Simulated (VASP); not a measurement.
# MnO (Fm-3m) in VASP: a series of runs

The runs below take MnO through single point, relaxation of cell and atoms, with PBEsol.

Program: VASP 6.6.1. These are calculated values, not measurements. Logs are shortened: lines on timing, memory, paths and dates and some standing lists are left out, and cuts for length are marked.

## (1) The cell of the first run

It takes space group Fm-3m (No. 225, cubic). The conventional cell has a = 4.339 Å, b = 4.339 Å, c = 4.339 Å, α = 90.00°, β = 90.00°, γ = 90.00°. Mn (site symmetry m-3m) has 6 O at 2.17 Å within 2.9 Å. Within 2.9 Å of O (site symmetry m-3m) lie 6 Mn at 2.17 Å.

## (2) Single point, PBEsol, collinear spin, ferromagnetic start

INCAR

```
PREC     = Accurate       # precision mode
ENCUT    = 520            # plane-wave cutoff, eV
EDIFF    = 1E-7           # SCF threshold, eV
ISMEAR   = 0              # smearing method
SIGMA    = 0.1            # smearing width, eV
LREAL    = F              # projectors in reciprocal space
LASPH    = T              # aspherical terms in the spheres
NELM     = 150            # most SCF steps
ALGO     = Normal         # electronic algorithm
ISIF     = 2              # what is computed and relaxed
LWAVE    = F              # write WAVECAR
LCHARG   = F              # write CHGCAR
ISPIN    = 2              # spin polarisation
MAGMOM   = 4.41 0.25      # initial moments
LORBIT   = 11             # projections on sites
LMAXMIX  = 4              # l up to which the mixer works
GGA      = PS             # functional
NBANDS   = 20             # bands
```

KPOINTS

```
Automatic mesh
0
Gamma
  16 16 16
```

POSCAR

```
MnO
1.0
    0.0000000000     -2.1694607566     -2.1694607566
    2.1694607566      0.0000000000     -2.1694607566
    2.1694607566     -2.1694607566      0.0000000000
Mn O
1 1
Direct
    0.0000000000      0.0000000000      0.0000000000
    0.5000000000      0.5000000000      0.5000000000
```

Potentials or basis: VASP PAW PBE potentials, release 64 (Mn_pv, O).

Command:

```console
$ cat potpaw_PBE.64/Mn_pv/POTCAR potpaw_PBE.64/O/POTCAR > POTCAR
$ mpirun -np 1 vasp_std > vasp.out
```

OUTCAR:

```text
PREC = Accurate
   ENCUT = 520
   EDIFF = 1E-7
   ISMEAR = 0
   LREAL = F
   LASPH = T
   NELM = 150
   ISIF = 2
   ISPIN = 2
   LORBIT = 11
   GGA = PS

 ion  position               nearest neighbor table
   1  0.000  0.000  0.000-   2 2.17   2 2.17   2 2.17   2 2.17   2 2.17   2 2.17
   2  0.500  0.500  0.500-   1 2.17   1 2.17   1 2.17   1 2.17   1 2.17   1 2.17

  LATTYP: Found a face centered cubic cell.
 ALAT       =     4.3389215132

  Lattice vectors:

 A1 = (   0.0000000000,  -2.1694607566,  -2.1694607566)
 A2 = (   2.1694607566,   0.0000000000,  -2.1694607566)
 A3 = (   2.1694607566,  -2.1694607566,   0.0000000000)

Analysis of symmetry for initial positions (statically):
=====================================================================
 Subroutine PRICEL returns:
 Original cell was already a primitive cell.

 Routine SETGRP: Setting up the symmetry group for a
 face centered cubic supercell.

 Subroutine GETGRP returns: Found 48 space group operations
 (whereof 48 operations were pure point group operations)
 out of a pool of 48 trial point group operations.

The static configuration has the point symmetry O_h .

Analysis of symmetry for dynamics (positions and initial velocities):
=====================================================================
 Subroutine PRICEL returns:
 Original cell was already a primitive cell.

 Routine SETGRP: Setting up the symmetry group for a
 face centered cubic supercell.

 Subroutine GETGRP returns: Found 48 space group operations
 (whereof 48 operations were pure point group operations)
 out of a pool of 48 trial point group operations.

The dynamic configuration has the point symmetry O_h .

Analysis of structural, dynamic, and magnetic symmetry:
=====================================================================
 Subroutine PRICEL returns:
 Original cell was already a primitive cell.

 Routine SETGRP: Setting up the symmetry group for a
 face centered cubic supercell.

 Subroutine GETGRP returns: Found 48 space group operations
 (whereof 48 operations were pure point group operations)
 out of a pool of 48 trial point group operations.

The overall configuration has the point symmetry O_h .

 Subroutine INISYM returns: Found 48 space group operations
 (whereof 48 operations are pure point group operations),
 and found     1 'primitive' translations

----------------------------------------------------------------------------------------

                                     Primitive cell

  volume of cell :      20.4214

  direct lattice vectors                    reciprocal lattice vectors
     0.000000000 -2.169460757 -2.169460757    -0.230472019 -0.230472019 -0.230472019
     2.169460757  0.000000000 -2.169460757     0.230472019  0.230472019 -0.230472019
     2.169460757 -2.169460757  0.000000000     0.230472019 -0.230472019  0.230472019

  length of vectors
     3.068080825  3.068080825  3.068080825     0.399189246  0.399189246  0.399189246

  position of ions in fractional coordinates (direct lattice)
     0.000000000  0.000000000  0.000000000
     0.500000000  0.500000000  0.500000000

  ion indices of the primitive-cell ions
   primitive index   ion index
                 1           1
                 2           2

----------------------------------------------------------------------------------------

 KPOINTS: Automatic mesh

Automatic generation of k-mesh.
 Grid dimensions read from file:
 generate k-points for:   16   16   16

 Generating k-lattice:

  Cartesian coordinates                     Fractional coordinates (reciprocal lattice)
    -0.014404501 -0.014404501 -0.014404501     0.062500000  0.000000000  0.000000000
     0.014404501  0.014404501 -0.014404501     0.000000000  0.062500000  0.000000000
     0.014404501 -0.014404501  0.014404501     0.000000000  0.000000000  0.062500000

  Length of vectors
     0.024949328  0.024949328  0.024949328

  Shift w.r.t. Gamma in fractional coordinates (k-lattice)
     0.000000000  0.000000000  0.000000000

 Subroutine IBZKPT returns following result:
 ===========================================

 Found    145 irreducible k-points:

 Following reciprocal coordinates:
            Coordinates               Weight
  0.000000  0.000000  0.000000      1.000000
  0.062500  0.000000  0.000000      8.000000
  0.125000  0.000000  0.000000      8.000000
  0.187500  0.000000  0.000000      8.000000
  0.250000  0.000000  0.000000      8.000000
  0.312500  0.000000  0.000000      8.000000
[... 16 lines left out ...]
 -0.125000  0.062500  0.000000     24.000000
 -0.062500  0.062500  0.000000     12.000000
 [... further k-points ...]
   k-points           NKPTS =    145   k-points in BZ     NKDIM =    145   number of bands    NBANDS=     20
   number of dos      NEDOS =    301   number of ions     NIONS =      2
   total plane-waves  NPLWV =  13824
   dimension x,y,z NGX =    24 NGY =   24 NGZ =   24
   dimension x,y,z NGXF=    48 NGYF=   48 NGZF=   48
   ions per type =               1   1
   NGX,Y,Z   is equivalent  to a cutoff of  13.00, 13.00, 13.00 a.u.
   NGXF,Y,Z  is equivalent  to a cutoff of  26.01, 26.01, 26.01 a.u.
 SYSTEM =  unknown system
   PREC   = accura    normal or accurate (medium, high low for compatibility)
   ISTART =      0    job   : 0-new  1-cont  2-samecut
   ICHARG =      2    charge: 1-file 2-atom 10-const
   ISPIN  =      2    spin polarized calculation?
   LNONCOLLINEAR =      F non collinear calculations
   LSORBIT =      F    spin-orbit coupling
   LASPH  =      T    aspherical Exc in radial PAW
   ENCUT  =  520.0 eV  38.22 Ry    6.18 a.u.   5.70  5.70  5.70*2*pi/ulx,y,z
   NELM   =    150;   NELMIN=  2; NELMDL= -5     # of ELM steps
   EDIFF  = 0.1E-06   stopping-criterion for ELM
   LREAL  =      F    real-space projection
   EDIFFG = 0.1E-05   stopping-criterion for IOM
   NSW    =      0    number of steps for IOM
   IBRION =     -1    ionic relax: 0-MD 1-quasi-New 2-CG
   NFREE  =      0    steps in history (QN), initial steepest desc. (CG)
   ISIF   =      2    stress and relaxation
   ISYM   =      2    0-nonsym 1-usesym 2-fastsym
   POTIM  = 0.5000    time-step for ionic-motion
   TEBEG  =    0.0;   TEEND  =   0.0 temperature during run
   PSTRESS=    0.0 pullay stress
   NELECT =      19.0000    total number of electrons
   NUPDOWN=      -1.0000    fix difference up-down
   EMIN   =  10.00;   EMAX   =-10.00  energy-range for DOS
   EFERMI =   0.00;   METHOD = LEGACY
   ISMEAR =     0;   SIGMA  =   0.10  broadening in eV -4-tet -1-fermi 0-gaus
   EFERMI_NEDOS =   21; number of points for ismear=-14 and -15
   IALGO  =     38    algorithm
   IMIX   =      4    mixing-type and parameters
     AMIX     =   0.40;   BMIX     =  1.00
     AMIX_MAG =   1.60;   BMIX_MAG =  1.00
  volume/ion in A,a.u.               =      10.21        68.91
  Fermi-wavevector in a.u.,A,eV,Ry     =   1.598199  3.020159 34.752553  2.554241
  Thomas-Fermi vector in A             =   2.695686
   LORBIT       =     11    0 simple, 1 ext, 2 COOP (PROOUT), +10 PAW based schemes
   GGA     = PS    functional components
   LHFCALC =     F    Hartree Fock is set to
   AEXX    =    0.0000 exact exchange contribution
   IVDW    =     0    specifies the selected vdW correction
   LEPSILON=     F    determine dielectric tensor
   LRPA    =     F    only Hartree local field effects (RPA)
 spin polarized calculation
 Gauss-broadening in eV      SIGMA  =   0.10
  energy-cutoff  :      520.00
  volume of cell :       20.42
 maximum number of plane-waves:       568
   NGX = 11   NGY = 11   NGZ = 11

 number of electron      19.0000010 magnetization       4.5219009

 Free energy of the ion-electron system (eV)
  ---------------------------------------------------
  ext. energy  EPLUGINS =         0.00000000
  ---------------------------------------------------
  free energy    TOTEN  =       -17.25257186 eV

  energy without entropy =      -17.24715070  energy(sigma->0) =      -17.24986128

 E-fermi :   8.3569     XC(G=0): -12.5368

 val. band max:        8.3475887627   @ k =  -0.3750   0.2500   0.0000
 cond. band min:       8.3581809583   @ k =   0.4375   0.2500   0.0625
 fundamental gap:      0.0105921956
 Fermi energy:         8.3569311736

 spin component 1

 k-point     1 :       0.0000    0.0000    0.0000
  band No.  band energies     occupation
      1     -41.8224      1.00000
      2     -41.8224      1.00000
      3     -41.8224      1.00000
      4     -12.5736      1.00000
      5       4.1717      1.00000
      6       4.1717      1.00000
[... 12 lines left out ...]
     19      29.2883      0.00000
     20      29.2883      0.00000
[... 507 lines left out ...]
 k-point    24 :      -0.0625    0.0625    0.0000
  band No.  band energies     occupation
      1     -41.8307      1.00000
      2     -41.8249      1.00000
      3     -41.8229      1.00000
      4     -12.4700      1.00000
      5       3.2258      1.00000
      6       3.5473      1.00000
[... 12 lines left out ...]
     19      29.1318      0.00000
     20      30.6162      0.00000

 [... further k-points ...]

 spin component 2

 k-point     1 :       0.0000    0.0000    0.0000
  band No.  band energies     occupation
      1     -37.4181      1.00000
      2     -37.4181      1.00000
      3     -37.4181      1.00000
      4     -12.1200      1.00000
      5       4.5762      1.00000
      6       4.5762      1.00000
[... 12 lines left out ...]
     19      31.4465      0.00000
     20      31.4465      0.00000
[... 507 lines left out ...]
 k-point    24 :      -0.0625    0.0625    0.0000
  band No.  band energies     occupation
      1     -37.4285      1.00000
      2     -37.4212      1.00000
      3     -37.4187      1.00000
      4     -12.0188      1.00000
      5       3.8984      1.00000
      6       4.3118      1.00000
[... 12 lines left out ...]
     19      30.9861      0.00000
     20      32.6431      0.00000

 [... further k-points ...]

------------------------ aborting loop because EDIFF is reached ----------------------------------------

  FORCE on cell =-STRESS in cart. coord.  units (eV):
  Direction    XX          YY          ZZ          XY          YZ          ZX
  --------------------------------------------------------------------------------------
  -------------------------------------------------------------------------------------
  Total        0.0526415      0.0526415      0.0526415     -0.0000000      0.0000000      0.0000000
  in kB        4.1300336      4.1300336      4.1300336     -0.0000000      0.0000000      0.0000000
  external PRESSURE =       4.1300336 kB  Pullay stress =       0.0000000 kB

 VOLUME and BASIS-vectors are now :
 -----------------------------------------------------------------------------
  energy-cutoff  :      520.00
  volume of cell :       20.42
      direct lattice vectors                 reciprocal lattice vectors
     0.000000000 -2.169460757 -2.169460757    -0.230472019 -0.230472019 -0.230472019
     2.169460757  0.000000000 -2.169460757     0.230472019  0.230472019 -0.230472019
     2.169460757 -2.169460757  0.000000000     0.230472019 -0.230472019  0.230472019

 POSITION                                       TOTAL-FORCE (eV/Angst)
 -----------------------------------------------------------------------------------
      0.00000      0.00000      0.00000        -0.000000      0.000000      0.000000
      2.16946     -2.16946     -2.16946         0.000000     -0.000000     -0.000000
 -----------------------------------------------------------------------------------
    total drift:                                0.000000      0.000000      0.000000

  FREE ENERGIE OF THE ION-ELECTRON SYSTEM (eV)
  ---------------------------------------------------
  free  energy   TOTEN  =       -17.2525718566 eV

  energy  without entropy=      -17.2471507018  energy(sigma->0) =      -17.24986128

 total charge

# of ion       s       p       d       tot
------------------------------------------
    1        0.218   6.205   5.022  11.444
    2        1.558   3.416   0.000   4.974
--------------------------------------------------
tot          1.776   9.620   5.022  16.418

 magnetization (x)

# of ion       s       p       d       tot
------------------------------------------
    1        0.032   0.026   4.072   4.130
    2        0.032   0.150   0.000   0.182
--------------------------------------------------
tot          0.064   0.177   4.072   4.312
```

It took 3.5 min on 1 thread of AMD EPYC 7R13, shared host; peak memory 0.18 GiB.

Results:

```
Free energy                                           : -17.2526 eV
Pressure                                              : 0.4 GPa
Net moment                                            : 4.52 μB per cell
Site moments                                          : Mn +4.13; O +0.18 μB
Valence electrons inside the program's atomic spheres : Mn 11.44; O 4.97
```

Caveat: the PAW data sets were made with another functional, which shifts forces and pressure a little; a cell with one magnetic atom can't hold antiferromagnetic order, which such compounds often take; semilocal functionals often make such compounds metallic where correlation or magnetic order opens a gap, which also shifts bond lengths. With open d or f shells a metallic result of PBEsol can be an artefact of self-interaction; +U or a hybrid may open a gap.

(Continued in part 2 of 2.)
